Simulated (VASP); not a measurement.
A run of VASP 6.6.1 is set up as follows.

INCAR

```
PREC     = Accurate       # precision mode
ENCUT    = 520            # plane-wave cutoff, eV
EDIFF    = 1E-8           # SCF threshold, eV
ISMEAR   = -1             # smearing method
SIGMA    = 0.08           # smearing width, eV
LREAL    = F              # projectors in reciprocal space
LASPH    = T              # aspherical terms in the spheres
NELM     = 60             # most SCF steps
ALGO     = Normal         # electronic algorithm
ISIF     = 2              # what is computed and relaxed
LWAVE    = F              # write WAVECAR
LCHARG   = F              # write CHGCAR
GGA      = PE             # functional
LEFG     = T            
NBANDS   = 16             # bands
```

File KPOINTS:

```
regular mesh
0
Gamma
  9 9 9
```

The input POSCAR:

```
CdTe
1.0
    0.0000000000      3.2375389054      3.1409000000
    3.2375389054      0.0000000000      3.1409000000
    3.2375389054      3.2375389054      0.0000000000
Cd Te
1 1
Direct
    0.0000000000      0.0000000000      0.0000000000
    0.7500000000      0.7500000000      0.7500000000
```

Potentials or basis: VASP PAW PBE potentials, release 64 (Cd, Te).

Run with:

```console
$ cat potpaw_PBE.64/Cd/POTCAR potpaw_PBE.64/Te/POTCAR > POTCAR
$ mpirun -np 1 vasp_std > vasp.out
```

Task: What does it give for the band gap on the k mesh?

Result: 0.81 eV.

Task: Estimate the pressure.

Result: 4.4 GPa.

Electric field gradients, principal values (V/Å²):
| atom | least | middle | greatest (by size) |
| --- | --- | --- | --- |
| 1 Cd | -4.209 | -4.210 | 8.420 |
| 2 Te | 8.342 | 8.342 | -16.684 |

Caveat: the cell stands under pressure; without QUAD_EFG the Cq values of the log hold for a quadrupole moment of 1 mb, not for the nuclei; spin-orbit coupling is left out, which moves the levels of the heavy elements.
